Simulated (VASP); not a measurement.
# MnO in VASP: single point with PBE

Aim: the single point of MnO with PBE.

Everything below comes from runs of VASP 6.6.1. Logs are shortened: lines on timing, memory, paths and dates and some standing lists are left out, and cuts for length are marked.

### 1 The cell of the first run

The cell holds a wire or tube with vacuum around it, 4 atoms: a = 11.100 Å, b = 9.300 Å, c = 3.998 Å, α = 90.00°, β = 90.00°, γ = 90.00°.

### 2 Single point, PBE, collinear spin, ferromagnetic start

The input, INCAR:

```
ALGO = Normal ; EDIFF = 1E-6
ENCUT = 520 ; GGA = PE
ISIF = 2 ; ISMEAR = 0
ISPIN = 2 ; LASPH = True
LCHARG = False ; LMAXMIX = 4
LORBIT = 11 ; LREAL = False
LWAVE = False ; MAGMOM = 4.44 4.44 0.5 0.5
NBANDS = 31 ; NELM = 150
PREC = Accurate ; SIGMA = 0.05
```

The input, KPOINTS:

```
k-points
0
Gamma
  1 1 16
```

The input, POSCAR:

```
MnO
1.0
   11.1000000000      0.0000000000      0.0000000000
    0.0000000000      9.3000000000      0.0000000000
    0.0000000000      0.0000000000      3.9983954491
Mn O
2 2
Direct
    0.4054433509      0.5000000000      0.0000000000
    0.5945566491      0.5000000000      0.5000000000
    0.4054433509      0.5000000000      0.5000000000
    0.5945566491      0.5000000000      0.0000000000
```

Potentials or basis: VASP PAW PBE potentials, release 64 (Mn_pv, O).

The run is started by

```
cat potpaw_PBE.64/Mn_pv/POTCAR potpaw_PBE.64/O/POTCAR > POTCAR
mpirun -np 1 vasp_std > vasp.out
```

OUTCAR:

```text
EDIFF = 1E-6
   ENCUT = 520
   GGA = PE
   ISIF = 2
   ISMEAR = 0
   ISPIN = 2
   LASPH = True
   LORBIT = 11
   LREAL = False
   NELM = 150
   PREC = Accurate

 ion  position               nearest neighbor table
   1  0.405  0.500  0.000-   3 2.00   3 2.00   4 2.10   2 2.90   2 2.90
   2  0.595  0.500  0.500-   4 2.00   4 2.00   3 2.10   1 2.90   1 2.90
   3  0.405  0.500  0.500-   1 2.00   1 2.00   2 2.10
   4  0.595  0.500  0.000-   2 2.00   2 2.00   1 2.10

  LATTYP: Found a simple orthorhombic cell.
 ALAT       =     3.9983954491
 B/A-ratio  =     2.3259330195
 C/A-ratio  =     2.7761136039

  Lattice vectors:

 A1 = (   0.0000000000,   0.0000000000,  -3.9983954491)
 A2 = (   0.0000000000,   9.3000000000,   0.0000000000)
 A3 = (  11.1000000000,   0.0000000000,   0.0000000000)

Analysis of symmetry for initial positions (statically):
=====================================================================
 Subroutine PRICEL returns:
 Original cell was already a primitive cell.

 Routine SETGRP: Setting up the symmetry group for a
 simple orthorhombic supercell.

 Subroutine GETGRP returns: Found  8 space group operations
 (whereof  4 operations were pure point group operations)
 out of a pool of  8 trial point group operations.

The static configuration has the point symmetry C_2v.
 The point group associated with its full space group is D_2h.

Analysis of symmetry for dynamics (positions and initial velocities):
=====================================================================
 Subroutine PRICEL returns:
 Original cell was already a primitive cell.

 Routine SETGRP: Setting up the symmetry group for a
 simple orthorhombic supercell.

 Subroutine GETGRP returns: Found  8 space group operations
 (whereof  4 operations were pure point group operations)
 out of a pool of  8 trial point group operations.

The dynamic configuration has the point symmetry C_2v.
 The point group associated with its full space group is D_2h.

Analysis of structural, dynamic, and magnetic symmetry:
=====================================================================
 Subroutine PRICEL returns:
 Original cell was already a primitive cell.

 Routine SETGRP: Setting up the symmetry group for a
 simple orthorhombic supercell.

 Subroutine GETGRP returns: Found  8 space group operations
 (whereof  4 operations were pure point group operations)
 out of a pool of  8 trial point group operations.

The overall configuration has the point symmetry C_2v.
 The point group associated with its full space group is D_2h.

 Subroutine INISYM returns: Found  8 space group operations
 (whereof  4 operations are pure point group operations),
 and found     1 'primitive' translations

----------------------------------------------------------------------------------------

                                     Primitive cell

  volume of cell :     412.7544

  direct lattice vectors                    reciprocal lattice vectors
    11.100000000  0.000000000  0.000000000     0.090090090  0.000000000  0.000000000
     0.000000000  9.300000000  0.000000000     0.000000000  0.107526882  0.000000000
     0.000000000  0.000000000  3.998395449     0.000000000  0.000000000  0.250100325

  length of vectors
    11.100000000  9.300000000  3.998395449     0.090090090  0.107526882  0.250100325

  position of ions in fractional coordinates (direct lattice)
     0.405443351  0.500000000  0.000000000
     0.594556649  0.500000000  0.500000000
     0.405443351  0.500000000  0.500000000
     0.594556649  0.500000000  0.000000000

  ion indices of the primitive-cell ions
   primitive index   ion index
                 1           1
                 2           2
                 3           3
                 4           4

----------------------------------------------------------------------------------------

 KPOINTS: k-points

Automatic generation of k-mesh.
 Grid dimensions read from file:
 generate k-points for:    1    1   16

 Generating k-lattice:

  Cartesian coordinates                     Fractional coordinates (reciprocal lattice)
     0.090090090  0.000000000  0.000000000     1.000000000  0.000000000  0.000000000
     0.000000000  0.107526882  0.000000000     0.000000000  1.000000000  0.000000000
     0.000000000  0.000000000  0.015631270     0.000000000  0.000000000  0.062500000

  Length of vectors
     0.090090090  0.107526882  0.015631270

  Shift w.r.t. Gamma in fractional coordinates (k-lattice)
     0.000000000  0.000000000  0.000000000

 Subroutine IBZKPT returns following result:
 ===========================================

 Found      9 irreducible k-points:

 Following reciprocal coordinates:
            Coordinates               Weight
  0.000000  0.000000  0.000000      1.000000
  0.000000  0.000000  0.062500      2.000000
  0.000000  0.000000  0.125000      2.000000
  0.000000  0.000000  0.187500      2.000000
  0.000000  0.000000  0.250000      2.000000
  0.000000  0.000000  0.312500      2.000000
  0.000000  0.000000  0.375000      2.000000
  0.000000  0.000000  0.437500      2.000000
  0.000000  0.000000  0.500000      1.000000
   k-points           NKPTS =      9   k-points in BZ     NKDIM =      9   number of bands    NBANDS=     31
   number of dos      NEDOS =    301   number of ions     NIONS =      4
   total plane-waves  NPLWV = 176400
   dimension x,y,z NGX =    84 NGY =   70 NGZ =   30
   dimension x,y,z NGXF=   168 NGYF=  140 NGZF=   60
   ions per type =               2   2
   NGX,Y,Z   is equivalent  to a cutoff of  12.58, 12.51, 12.47 a.u.
   NGXF,Y,Z  is equivalent  to a cutoff of  25.16, 25.03, 24.95 a.u.
 SYSTEM =  unknown system
   PREC   = accura    normal or accurate (medium, high low for compatibility)
   ISTART =      0    job   : 0-new  1-cont  2-samecut
   ICHARG =      2    charge: 1-file 2-atom 10-const
   ISPIN  =      2    spin polarized calculation?
   LNONCOLLINEAR =      F non collinear calculations
   LSORBIT =      F    spin-orbit coupling
   LASPH  =      T    aspherical Exc in radial PAW
   ENCUT  =  520.0 eV  38.22 Ry    6.18 a.u.  20.64 17.29  7.43*2*pi/ulx,y,z
   NELM   =    150;   NELMIN=  2; NELMDL= -5     # of ELM steps
   EDIFF  = 0.1E-05   stopping-criterion for ELM
   LREAL  =      F    real-space projection
   EDIFFG = 0.1E-04   stopping-criterion for IOM
   NSW    =      0    number of steps for IOM
   IBRION =     -1    ionic relax: 0-MD 1-quasi-New 2-CG
   NFREE  =      0    steps in history (QN), initial steepest desc. (CG)
   ISIF   =      2    stress and relaxation
   ISYM   =      2    0-nonsym 1-usesym 2-fastsym
   POTIM  = 0.5000    time-step for ionic-motion
   TEBEG  =    0.0;   TEEND  =   0.0 temperature during run
   PSTRESS=    0.0 pullay stress
   NELECT =      38.0000    total number of electrons
   NUPDOWN=      -1.0000    fix difference up-down
   EMIN   =  10.00;   EMAX   =-10.00  energy-range for DOS
   EFERMI =   0.00;   METHOD = LEGACY
   ISMEAR =     0;   SIGMA  =   0.05  broadening in eV -4-tet -1-fermi 0-gaus
   EFERMI_NEDOS =   21; number of points for ismear=-14 and -15
   IALGO  =     38    algorithm
   IMIX   =      4    mixing-type and parameters
     AMIX     =   0.40;   BMIX     =  1.00
     AMIX_MAG =   1.60;   BMIX_MAG =  1.00
  volume/ion in A,a.u.               =     103.19       696.35
  Fermi-wavevector in a.u.,A,eV,Ry     =   0.739217  1.396918  7.434798  0.546442
  Thomas-Fermi vector in A             =   1.833327
   LORBIT       =     11    0 simple, 1 ext, 2 COOP (PROOUT), +10 PAW based schemes
   GGA     = PE    functional components
   LHFCALC =     F    Hartree Fock is set to
   AEXX    =    0.0000 exact exchange contribution
   IVDW    =     0    specifies the selected vdW correction
   LEPSILON=     F    determine dielectric tensor
   LRPA    =     F    only Hartree local field effects (RPA)
 spin polarized calculation
 Gauss-broadening in eV      SIGMA  =   0.05
  energy-cutoff  :      520.00
  volume of cell :      412.75
 maximum number of plane-waves:     11143
 NGX is ok and might be reduce to    84
   NGX = 41   NGY = 35   NGZ = 15

 number of electron      38.0000026 magnetization       9.9999941

 number of electron      38.0000026 magnetization      10.0000005

 Free energy of the ion-electron system (eV)
  ---------------------------------------------------
  ext. energy  EPLUGINS =         0.00000000
  ---------------------------------------------------
  free energy    TOTEN  =       -30.93538299 eV

  energy without entropy =      -30.93538299  energy(sigma->0) =      -30.93538299

 E-fermi :  -2.4406     XC(G=0):  -2.4636

 val. band max:       -2.6553406530   @ k =   0.0000   0.0000   0.3750
 cond. band min:      -2.0330668850   @ k =   0.0000   0.0000   0.0000
 fundamental gap:      0.6222737680
 Fermi energy:        -2.4405659629

 spin component 1

 k-point     1 :       0.0000    0.0000    0.0000
  band No.  band energies     occupation
      1     -53.3879      1.00000
      2     -53.3814      1.00000
      3     -53.1312      1.00000
      4     -53.0941      1.00000
      5     -53.0035      1.00000
      6     -52.9704      1.00000
[... 295 lines left out ...]
     30       2.2494      0.00000
     31       3.3207      0.00000
 Fermi energy:        -2.4405659629

 spin component 2

 k-point     1 :       0.0000    0.0000    0.0000
  band No.  band energies     occupation
      1     -48.7053      1.00000
      2     -48.6971      1.00000
      3     -48.4660      1.00000
      4     -48.4608      1.00000
      5     -48.4198      1.00000
      6     -48.4197      1.00000
[... 295 lines left out ...]
     30       3.1005      0.00000
     31       3.8831      0.00000

------------------------ aborting loop because EDIFF is reached ----------------------------------------

  FORCE on cell =-STRESS in cart. coord.  units (eV):
  Direction    XX          YY          ZZ          XY          YZ          ZX
  --------------------------------------------------------------------------------------
  -------------------------------------------------------------------------------------
  Total       -0.4749669     -0.0529332     -8.5983500      0.0000000      0.0000000      0.0000000
  in kB       -1.8436661     -0.2054695    -33.3759803      0.0000000      0.0000000      0.0000000
  external PRESSURE =     -11.8083720 kB  Pullay stress =       0.0000000 kB

 VOLUME and BASIS-vectors are now :
 -----------------------------------------------------------------------------
  energy-cutoff  :      520.00
  volume of cell :      412.75
      direct lattice vectors                 reciprocal lattice vectors
    11.100000000  0.000000000  0.000000000     0.090090090  0.000000000  0.000000000
     0.000000000  9.300000000  0.000000000     0.000000000  0.107526882  0.000000000
     0.000000000  0.000000000  3.998395449     0.000000000  0.000000000  0.250100325

 POSITION                                       TOTAL-FORCE (eV/Angst)
 -----------------------------------------------------------------------------------
      4.50042      4.65000      0.00000        -0.055043      0.000000      0.000000
      6.59958      4.65000      1.99920         0.055043      0.000000      0.000000
      4.50042      4.65000      1.99920         0.249459      0.000000      0.000000
      6.59958      4.65000      0.00000        -0.249459      0.000000      0.000000
 -----------------------------------------------------------------------------------
    total drift:                                0.000000      0.000000      0.000000

  FREE ENERGIE OF THE ION-ELECTRON SYSTEM (eV)
  ---------------------------------------------------
  free  energy   TOTEN  =       -30.9353829862 eV

  energy  without entropy=      -30.9353829862  energy(sigma->0) =      -30.93538299

 total charge

# of ion       s       p       d       tot
------------------------------------------
    1        0.249   6.182   4.906  11.337
    2        0.249   6.182   4.906  11.337
    3        1.553   3.405   0.000   4.958
    4        1.553   3.405   0.000   4.958
--------------------------------------------------
tot          3.605  19.173   9.812  32.590

 magnetization (x)

# of ion       s       p       d       tot
------------------------------------------
    1        0.082   0.036   4.218   4.336
    2        0.082   0.036   4.218   4.336
    3        0.008   0.164   0.000   0.172
    4        0.008   0.164   0.000   0.172
--------------------------------------------------
tot          0.179   0.402   8.436   9.016
```

It took 13 min on 1 thread of Intel Xeon 8259CL, shared host; peak memory 0.66 GiB.

Results:

```
Free energy                                           : -30.9354 eV
Largest force                                         : 0.249 eV/Å
Band gap on the k mesh                                : 0.62 eV (least direct gap 0.98 eV)
Net moment                                            : 10.00 μB per cell
Site moments                                          : Mn +4.34; O +0.17 μB
Valence electrons inside the program's atomic spheres : Mn 11.34; O 4.96
```

Forces in eV/Å, atoms in the order of the input:
```
Mn  -0.055  0.000  0.000
Mn   0.055  0.000  0.000
O    0.249  0.000  0.000
O   -0.249  0.000  0.000
```

Caveat: only a ferromagnetic start was run, and an antiferromagnetic order may lie lower in energy.
